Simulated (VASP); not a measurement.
# GaCuSe2 (I-42d) in VASP: a series of runs

Aim: see how the results for GaCuSe2 move with the level of theory and the settings. Levels: LDA, PBE, r2SCAN. Tasks: single point.

Everything below comes from runs of VASP 6.6.1. Logs are shortened: lines on timing, memory, paths and dates and some standing lists are left out, and cuts for length are marked.

**What was measured.**

“Growth and anisotropy of transport properties of CuGaSe2 single crystals”, 2018, pmc:6251020 reports, for a bulk crystal of GaCuSe2: band gap 1.72 eV; band gap 1.7 eV.

The runs below are set against these values where they give the same quantity.

**1. The cell of the first run**

Symmetry: I-42d, No. 122, tetragonal system. The conventional cell has a = 5.608 Å, b = 5.608 Å, c = 11.099 Å, α = 90.00°, β = 90.00°, γ = 90.00°. Ga (site symmetry -4) has 4 Se at 2.43 Å within 3.2 Å. Within 3.2 Å of Cu (site symmetry -4) lie 4 Se at 2.41 Å. Within 3.2 Å of Se (site symmetry 2) lie 2 Cu at 2.41 Å and 2 Ga at 2.43 Å.

**2. Single point, LDA**

Contents of INCAR:

```
SYSTEM = GaCuSe2
ALGO     = Normal         ! electronic algorithm
EDIFF    = 1E-6           ! SCF threshold, eV
ENCUT    = 520            ! plane-wave cutoff, eV
ISIF     = 2              ! what is computed and relaxed
ISMEAR   = 0              ! smearing method
LASPH    = .True.         ! aspherical terms in the spheres
LCHARG   = .False.        ! write CHGCAR
LREAL    = .False.        ! projectors in reciprocal space
LWAVE    = .False.        ! write WAVECAR
NBANDS   = 46             ! bands
NELM     = 100            ! most SCF steps
PREC     = Accurate       ! precision mode
SIGMA    = 0.01           ! smearing width, eV
```

Contents of KPOINTS:

```
k-points
0
Gamma
  6 6 6
  0 0 0
```

Contents of POSCAR:

```
GaCuSe2
1.0
   -2.8041296817      2.8041296817      5.5492792808
    2.8041296817     -2.8041296817      5.5492792808
    2.8041296817      2.8041296817     -5.5492792808
Ga Cu Se
2 2 4
Direct
    0.5000000000      0.5000000000      0.0000000000
    0.2500000000      0.7500000000      0.5000000000
    0.0000000000      0.0000000000      0.0000000000
    0.7500000000      0.2500000000      0.5000000000
    0.3750000000      0.3713580568      0.4963580568
    0.6286419432      0.1250000000      1.0036419432
    0.8750000000      0.8786419432      0.5036419432
    0.1213580568      0.6250000000     -0.0036419432
```

Potentials or basis: VASP PAW LDA potentials, release 64 (Ga_d, Cu, Se).

The run is started by

```
$ cat potpaw_LDA.64/Ga_d/POTCAR potpaw_LDA.64/Cu/POTCAR potpaw_LDA.64/Se/POTCAR > POTCAR
$ mpirun -np 1 vasp_std > vasp.out
```

OUTCAR:

```text
SYSTEM = GaCuSe2
   EDIFF = 1E-6
   ENCUT = 520
   ISIF = 2
   ISMEAR = 0
   LASPH = .True.
   LREAL = .False.
   NELM = 100
   PREC = Accurate

 ion  position               nearest neighbor table
   1  0.500  0.500  0.000-   8 2.43   6 2.43   7 2.43   5 2.43
   2  0.250  0.750  0.500-   5 2.43   6 2.43   7 2.43   8 2.43
   3  0.000  0.000  0.000-   8 2.41   6 2.41   7 2.41   5 2.41
   4  0.750  0.250  0.500-   5 2.41   6 2.41   7 2.41   8 2.41
   5  0.375  0.371  0.496-   4 2.41   3 2.41   2 2.43   1 2.43
   6  0.629  0.125  0.004-   3 2.41   4 2.41   1 2.43   2 2.43
   7  0.875  0.879  0.504-   3 2.41   4 2.41   2 2.43   1 2.43
   8  0.121  0.625  0.996-   3 2.41   4 2.41   1 2.43   2 2.43

  LATTYP: Found a body centered tetragonal cell.
 ALAT       =     5.6082593634
 C/A-ratio  =     1.9789667065

  Lattice vectors:

 A1 = (  -2.8041296817,   2.8041296817,   5.5492792808)
 A2 = (   2.8041296817,  -2.8041296817,   5.5492792808)
 A3 = (   2.8041296817,   2.8041296817,  -5.5492792808)

Analysis of symmetry for initial positions (statically):
=====================================================================
 Subroutine PRICEL returns:
 Original cell was already a primitive cell.

 Routine SETGRP: Setting up the symmetry group for a
 body centered tetragonal supercell.

 Subroutine GETGRP returns: Found  8 space group operations
 (whereof  4 operations were pure point group operations)
 out of a pool of 16 trial point group operations.

The static configuration has the point symmetry S_4 .
 The point group associated with its full space group is D_2d.

Analysis of symmetry for dynamics (positions and initial velocities):
=====================================================================
 Subroutine PRICEL returns:
 Original cell was already a primitive cell.

 Routine SETGRP: Setting up the symmetry group for a
 body centered tetragonal supercell.

 Subroutine GETGRP returns: Found  8 space group operations
 (whereof  4 operations were pure point group operations)
 out of a pool of 16 trial point group operations.

The dynamic configuration has the point symmetry S_4 .
 The point group associated with its full space group is D_2d.

 Subroutine INISYM returns: Found  8 space group operations
 (whereof  4 operations are pure point group operations),
 and found     1 'primitive' translations

----------------------------------------------------------------------------------------

                                     Primitive cell

  volume of cell :     174.5391

  direct lattice vectors                    reciprocal lattice vectors
    -2.804129682  2.804129682  5.549279281     0.000000000  0.178308444  0.090101791
     2.804129682 -2.804129682  5.549279281     0.178308444  0.000000000  0.090101791
     2.804129682  2.804129682 -5.549279281     0.178308444  0.178308444  0.000000000

  length of vectors
     6.820614861  6.820614861  6.820614861     0.199780464  0.199780464  0.252166220

  position of ions in fractional coordinates (direct lattice)
     0.500000000  0.500000000  0.000000000
     0.250000000  0.750000000  0.500000000
     0.000000000  0.000000000  0.000000000
     0.750000000  0.250000000  0.500000000
     0.375000000  0.371358057  0.496358057
     0.628641943  0.125000000  0.003641943
     0.875000000  0.878641943  0.503641943
     0.121358057  0.625000000  0.996358057

  ion indices of the primitive-cell ions
   primitive index   ion index
                 1           1
                 2           2
                 3           3
                 4           4
                 5           5
                 6           6
                 7           7
                 8           8

----------------------------------------------------------------------------------------

 KPOINTS: k-points

Automatic generation of k-mesh.
 Grid dimensions read from file:
 generate k-points for:    6    6    6

 Generating k-lattice:

  Cartesian coordinates                     Fractional coordinates (reciprocal lattice)
     0.000000000  0.029718074  0.015016965     0.166666667 -0.000000000  0.000000000
     0.029718074  0.000000000  0.015016965    -0.000000000  0.166666667  0.000000000
     0.029718074  0.029718074  0.000000000     0.000000000  0.000000000  0.166666667

  Length of vectors
     0.033296744  0.033296744  0.042027703

  Shift w.r.t. Gamma in fractional coordinates (k-lattice)
     0.000000000  0.000000000  0.000000000

 Subroutine IBZKPT returns following result:
 ===========================================

 Found     30 irreducible k-points:

 Following reciprocal coordinates:
            Coordinates               Weight
  0.000000  0.000000  0.000000      1.000000
  0.166667  0.000000 -0.000000      8.000000
  0.333333  0.000000 -0.000000      8.000000
  0.500000  0.000000 -0.000000      4.000000
  0.166667  0.166667 -0.000000      8.000000
  0.333333  0.166667 -0.000000     16.000000
[... 16 lines left out ...]
 -0.333333 -0.333333  0.166667      8.000000
 -0.166667 -0.333333  0.166667      8.000000
 [... further k-points ...]
   k-points           NKPTS =     30   k-points in BZ     NKDIM =     30   number of bands    NBANDS=     46
   number of dos      NEDOS =    301   number of ions     NIONS =      8
   total plane-waves  NPLWV = 157464
   dimension x,y,z NGX =    54 NGY =   54 NGZ =   54
   dimension x,y,z NGXF=   108 NGYF=  108 NGZF=  108
   ions per type =               2   2   4
   NGX,Y,Z   is equivalent  to a cutoff of  13.16, 13.16, 13.16 a.u.
   NGXF,Y,Z  is equivalent  to a cutoff of  26.32, 26.32, 26.32 a.u.
 SYSTEM =  GaCuSe2
   PREC   = accura    normal or accurate (medium, high low for compatibility)
   ISTART =      0    job   : 0-new  1-cont  2-samecut
   ICHARG =      2    charge: 1-file 2-atom 10-const
   ISPIN  =      1    spin polarized calculation?
   LNONCOLLINEAR =      F non collinear calculations
   LSORBIT =      F    spin-orbit coupling
   LASPH  =      T    aspherical Exc in radial PAW
   ENCUT  =  520.0 eV  38.22 Ry    6.18 a.u.  12.68 12.68 12.68*2*pi/ulx,y,z
   NELM   =    100;   NELMIN=  2; NELMDL= -5     # of ELM steps
   EDIFF  = 0.1E-05   stopping-criterion for ELM
   LREAL  =      F    real-space projection
   EDIFFG = 0.1E-04   stopping-criterion for IOM
   NSW    =      0    number of steps for IOM
   IBRION =     -1    ionic relax: 0-MD 1-quasi-New 2-CG
   NFREE  =      0    steps in history (QN), initial steepest desc. (CG)
   ISIF   =      2    stress and relaxation
   ISYM   =      2    0-nonsym 1-usesym 2-fastsym
   POTIM  = 0.5000    time-step for ionic-motion
   TEBEG  =    0.0;   TEEND  =   0.0 temperature during run
   PSTRESS=    0.0 pullay stress
   NELECT =      72.0000    total number of electrons
   NUPDOWN=      -1.0000    fix difference up-down
   EMIN   =  10.00;   EMAX   =-10.00  energy-range for DOS
   EFERMI =   0.00;   METHOD = LEGACY
   ISMEAR =     0;   SIGMA  =   0.01  broadening in eV -4-tet -1-fermi 0-gaus
   EFERMI_NEDOS =   21; number of points for ismear=-14 and -15
   IALGO  =     38    algorithm
   IMIX   =      4    mixing-type and parameters
     AMIX     =   0.40;   BMIX     =  1.00
     AMIX_MAG =   1.60;   BMIX_MAG =  1.00
  volume/ion in A,a.u.               =      21.82       147.23
  Fermi-wavevector in a.u.,A,eV,Ry     =   1.218675  2.302963 20.206964  1.485170
  Thomas-Fermi vector in A             =   2.353954
   LORBIT       =      0    0 simple, 1 ext, 2 COOP (PROOUT), +10 PAW based schemes
   GGA     = CA    functional components
   LHFCALC =     F    Hartree Fock is set to
   AEXX    =    0.0000 exact exchange contribution
   IVDW    =     0    specifies the selected vdW correction
   LEPSILON=     F    determine dielectric tensor
   LRPA    =     F    only Hartree local field effects (RPA)
 non-spin polarized calculation
 Gauss-broadening in eV      SIGMA  =   0.01
  energy-cutoff  :      520.00
  volume of cell :      174.54
 maximum number of plane-waves:      4729
 NGX is ok and might be reduce to    54
   NGX = 25   NGY = 25   NGZ = 25

 number of electron      72.0000026 magnetization

 Free energy of the ion-electron system (eV)
  ---------------------------------------------------
  ext. energy  EPLUGINS =         0.00000000
  ---------------------------------------------------
  free energy    TOTEN  =       -36.86217370 eV

  energy without entropy =      -36.86217370  energy(sigma->0) =      -36.86217370

 E-fermi :   3.9011     XC(G=0):  -9.9813

 val. band max:        3.8653945523   @ k =   0.0000   0.0000   0.0000
 cond. band min:       3.9367749317   @ k =   0.0000   0.0000   0.0000
 fundamental gap:      0.0713803794
 Fermi energy:         3.9010626446

 k-point     1 :       0.0000    0.0000    0.0000
  band No.  band energies     occupation
      1     -11.7429      2.00000
      2     -11.7421      2.00000
      3     -11.7421      2.00000
      4     -11.6017      2.00000
      5     -11.5875      2.00000
      6     -11.5875      2.00000
[... 38 lines left out ...]
     45       8.6116      0.00000
     46       8.9234      0.00000

 k-point     2 :       0.1667    0.0000   -0.0000
  band No.  band energies     occupation
      1     -11.7471      2.00000
      2     -11.7431      2.00000
      3     -11.7376      2.00000
      4     -11.6081      2.00000
      5     -11.5944      2.00000
      6     -11.5863      2.00000
[... 38 lines left out ...]
     45       8.8067      0.00000
     46       9.2518      0.00000

 k-point     3 :       0.3333    0.0000   -0.0000
  band No.  band energies     occupation
      1     -11.7543      2.00000
      2     -11.7462      2.00000
      3     -11.7264      2.00000
      4     -11.6292      2.00000
      5     -11.5983      2.00000
      6     -11.5843      2.00000
[... 1018 lines left out ...]
     45       9.4119      0.00000
     46       9.4716      0.00000

 k-point    24 :      -0.1667   -0.3333    0.1667
  band No.  band energies     occupation
      1     -11.7480      2.00000
      2     -11.7452      2.00000
      3     -11.7270      2.00000
      4     -11.6368      2.00000
      5     -11.5879      2.00000
      6     -11.5833      2.00000
[... 38 lines left out ...]
     45       8.9109      0.00000
     46       9.2564      0.00000

 [... further k-points ...]
[... 5 lines left out ...]
  --------------------------------------------------------------------------------------
  -------------------------------------------------------------------------------------
  Total       -3.3134184     -3.3134184     -3.2306248      0.0000000      0.0000000      0.0000000
  in kB      -30.4154396    -30.4154396    -29.6554377      0.0000000      0.0000000      0.0000000
  external PRESSURE =     -30.1621057 kB  Pullay stress =       0.0000000 kB

 VOLUME and BASIS-vectors are now :
 -----------------------------------------------------------------------------
  energy-cutoff  :      520.00
  volume of cell :      174.54
      direct lattice vectors                 reciprocal lattice vectors
    -2.804129682  2.804129682  5.549279281     0.000000000  0.178308444  0.090101791
     2.804129682 -2.804129682  5.549279281     0.178308444  0.000000000  0.090101791
     2.804129682  2.804129682 -5.549279281     0.178308444  0.178308444  0.000000000

 POSITION                                       TOTAL-FORCE (eV/Angst)
 -----------------------------------------------------------------------------------
      0.00000      0.00000      5.54928        -0.000000      0.000000     -0.000000
      2.80413      0.00000      2.77464        -0.000000     -0.000000     -0.000000
      0.00000      0.00000      0.00000        -0.000000      0.000000     -0.000000
      0.00000      2.80413      2.77464         0.000000     -0.000000      0.000000
      1.38164      1.40206      1.38732        -0.223945     -0.000000     -0.000000
     -1.40206      1.42249      4.16196         0.000000      0.223945     -0.000000
      1.42249      1.40206      6.93660         0.223945     -0.000000     -0.000000
      4.20619      1.38164     -1.38732         0.000000     -0.223945     -0.000000
 -----------------------------------------------------------------------------------
    total drift:                                0.000001      0.000001      0.000001

  FREE ENERGIE OF THE ION-ELECTRON SYSTEM (eV)
  ---------------------------------------------------
  free  energy   TOTEN  =       -36.8621736960 eV

  energy  without entropy=      -36.8621736958  energy(sigma->0) =      -36.86217370
```

Wall time 15 min (1 thread of Intel Xeon 8259CL, shared host); peak memory 0.45 GiB.

Results:

| Item | Value |
| --- | --- |
| Free energy | -36.8622 eV |
| Pressure | -3.0 GPa |
| Largest force | 0.224 eV/Å |
| Band gap on the k mesh | 0.07 eV |

Forces on the atoms (eV/Å):
```
Ga   0.000  0.000  0.000
Ga   0.000  0.000  0.000
Cu   0.000  0.000  0.000
Cu   0.000  0.000  0.000
Se  -0.224  0.000  0.000
Se   0.000  0.224  0.000
Se   0.224  0.000  0.000
Se   0.000 -0.224  0.000
```

Caveat: the cell stands under tension.

**3. Single point, PBE**

This run uses another cell than the first one, of 22.65 Å³/atom.

Contents of INCAR:

```
PREC = Accurate
ENCUT = 520
EDIFF = 1E-6
ISMEAR = -1
SIGMA = 0.02
LREAL = F
LASPH = T
NELM = 100
ALGO = Normal
ISIF = 2
LWAVE = F
LCHARG = F
GGA = PE
NBANDS = 46
```

Contents of KPOINTS:

```
Automatic mesh
0
Gamma
  6 6 6
```

Contents of POSCAR:

```
GaCuSe2
1.0
   -2.8363356547      2.8363356547      5.6299679578
    2.8363356547     -2.8363356547      5.6299679578
    2.8363356547      2.8363356547     -5.6299679578
Ga Cu Se
2 2 4
Direct
    0.5000000000      0.5000000000      0.0000000000
    0.2500000000      0.7500000000      0.5000000000
    0.0000000000      0.0000000000      0.0000000000
    0.7500000000      0.2500000000      0.5000000000
    0.3750000000      0.3687906103      0.4937906103
    0.6312093897      0.1250000000      1.0062093897
    0.8750000000      0.8812093897      0.5062093897
    0.1187906103      0.6250000000     -0.0062093897
```

Potentials or basis: VASP PAW PBE potentials, release 64 (Ga_d, Cu, Se).

The run is started by

```
$ cat potpaw_PBE.64/Ga_d/POTCAR potpaw_PBE.64/Cu/POTCAR potpaw_PBE.64/Se/POTCAR > POTCAR
$ mpirun -np 1 vasp_std > vasp.out
```

Wall time 13 min (1 thread of Intel Xeon 8259CL, shared host); peak memory 0.54 GiB.

Results (log left out):

| Property | Result |
| --- | --- |
| Free energy | -31.1281 eV |
| Pressure | 0.2 GPa |
| Largest force | 0.014 eV/Å |
| Band gap on the k mesh | 0.01 eV |

Forces in eV/Å, atoms in the order of the input:
```
Ga   0.000  0.000  0.000
Ga   0.000  0.000  0.000
Cu   0.000  0.000  0.000
Cu   0.000  0.000  0.000
Se   0.014  0.000  0.000
Se   0.000 -0.014  0.000
Se  -0.014  0.000  0.000
Se   0.000  0.014  0.000
```

Levels at points of the mesh, in eV from the valence-band top:
```
           k point  band 32  band 33  band 34  band 35  band 36  band 37  band 38  band 39  band 40  band 41
(0.00, 0.00, 0.00)    -1.60    -1.51    -0.09    -0.09     0.00     0.01     1.98     2.10     3.91     3.91
(0.50, 0.00, 0.00)    -1.36    -1.29    -1.16    -1.09    -0.54     1.97     2.36     3.16     4.00     4.13
(0.50, 0.50, 0.00)    -1.30    -0.80    -0.80    -0.47    -0.47     0.98     0.98     3.30     3.30     4.64
(0.50, 0.50, 0.50)    -1.27    -1.16    -1.16    -0.86    -0.86     1.69     1.69     1.97     1.97     2.88
```

**4. Single point, r2SCAN**

Contents of POSCAR:

```
GaCuSe2
1.0
   -2.8041296817      2.8041296817      5.5492792808
    2.8041296817     -2.8041296817      5.5492792808
    2.8041296817      2.8041296817     -5.5492792808
Ga Cu Se
2 2 4
Direct
    0.5000000000      0.5000000000      0.0000000000
    0.2500000000      0.7500000000      0.5000000000
    0.0000000000      0.0000000000      0.0000000000
    0.7500000000      0.2500000000      0.5000000000
    0.3750000000      0.3713580568      0.4963580568
    0.6286419432      0.1250000000      1.0036419432
    0.8750000000      0.8786419432      0.5036419432
    0.1213580568      0.6250000000     -0.0036419432
```

Contents of INCAR.step1:

```
  PREC = Accurate
  ENCUT = 520
  ISMEAR = -1
  SIGMA = 0.02
  LREAL = False
  LASPH = True
  NELM = 80
  NBANDS = 46
  GGA = PE
  ALGO = Normal
  EDIFF = 1E-4
  LWAVE = True
  LCHARG = False
```

Contents of INCAR.step2:

```
  PREC = Accurate
  ENCUT = 520
  EDIFF = 1E-7
  ISMEAR = -1
  SIGMA = 0.02
  LREAL = False
  LASPH = True
  NELM = 80
  ALGO = Normal
  ISIF = 2
  LWAVE = False
  LCHARG = True
  METAGGA = R2SCAN
  LMIXTAU = True
  LELF = True
  LVHAR = True
  NBANDS = 46
  ISTART = 1
```

KPOINTS is that of step 3.

The run is started by

```
$ cat potpaw_PBE.64/Ga_d/POTCAR potpaw_PBE.64/Cu/POTCAR potpaw_PBE.64/Se/POTCAR > POTCAR
$ cp INCAR.step1 INCAR
$ mpirun -np 1 vasp_std > vasp.out
$ cp INCAR.step2 INCAR
$ mpirun -np 1 vasp_std > vasp.out
```

Run time: 60 min. Hardware: 1 thread of Intel Xeon 8259CL, shared host; peak memory 0.57 GiB.

Results (log left out):

```yaml
Free_energy: -106.4031 eV
Pressure: 0.1 GPa
Band_gap_on_the_k_mesh: 0.56 eV
```

Levels at points of the mesh, in eV from the valence-band top:
```tsv
k point	band 32	band 33	band 34	band 35	band 36	band 37	band 38	band 39	band 40	band 41
(0.00, 0.00, 0.00)	-1.65	-1.53	-0.11	-0.11	0.00	0.56	2.16	2.45	4.25	4.25
(0.50, 0.00, 0.00)	-1.36	-1.34	-1.20	-1.11	-0.55	2.40	2.80	3.49	4.45	4.53
(0.50, 0.50, 0.00)	-1.36	-0.82	-0.82	-0.49	-0.49	1.41	1.41	3.73	3.73	5.01
(0.50, 0.50, 0.50)	-1.25	-1.22	-1.22	-0.91	-0.91	2.01	2.01	2.18	2.18	3.22
```

Caveat: the PAW data sets were made with another functional, which shifts forces and pressure a little.

**5. The runs side by side**

| level | potentials or basis | cell | smearing | gap on the mesh (eV) | pressure (GPa) | largest force (eV/Å) |
| --- | --- | --- | --- | --- | --- | --- |
| LDA | VASP PAW LDA potentials, release 64 (Ga_d, Cu, Se) | a = 6.821 Å, angles 131.4, 131.4, 71.1°, 8 atoms, atomic positions A | gaussian 0.01 eV | 0.07 | -3.0 | 0.22 |
| PBE | VASP PAW PBE potentials, release 64 (Ga_d, Cu, Se) | a = 6.913 Å, angles 131.6, 131.6, 70.9°, 8 atoms, atomic positions B | fermi-dirac 0.02 eV | 0.01 | 0.2 | 0.01 |
| r2SCAN | VASP PAW PBE potentials, release 64 (Ga_d, Cu, Se) | a = 6.821 Å, angles 131.4, 131.4, 71.1°, 8 atoms, atomic positions A | fermi-dirac 0.02 eV | 0.56 | 0.1 | - |

Alike in all rows: task single point; no spin polarisation; k mesh 6 × 6 × 6; cutoff (eV) 520.

Caveats: the cell stands under tension (at least some runs); the PAW data sets were made with another functional, which shifts forces and pressure a little (at least some runs).

Absolute energies hang on the potentials; compare differences alone.

**6. Against experiment**

Step 3. A measured gap of GaCuSe2 is 1.72 eV (“Growth and anisotropy of transport properties of CuGaSe2 single crystals”, 2018, pmc:6251020); the calculated 0.01 eV misses it by -1.71 eV. So large a miss can be the level of theory's own, or it may mean another phase, state or a wrong row. 2 values of this kind are on record in papers (1.7 to 1.72 eV); this one was drawn at random among those near their median. Spin-orbit coupling on Ga, Se is left out. The value is that of PBE, without temperature or zero-point motion. Semilocal functionals fall short of measured gaps as a rule.

Step 4. Measured gap of GaCuSe2: 1.7 eV (“Growth and anisotropy of transport properties of CuGaSe2 single crystals”, 2018, pmc:6251020). This calculation gives 0.56 eV (-1.14 eV). So large a miss can be the level of theory's own, or it may mean another phase, state or a wrong row. 2 values of this kind are on record in papers (1.7 to 1.72 eV); this one was drawn at random among those near their median. Spin-orbit coupling on Ga, Se is left out. The value is that of r2SCAN, without temperature or zero-point motion.
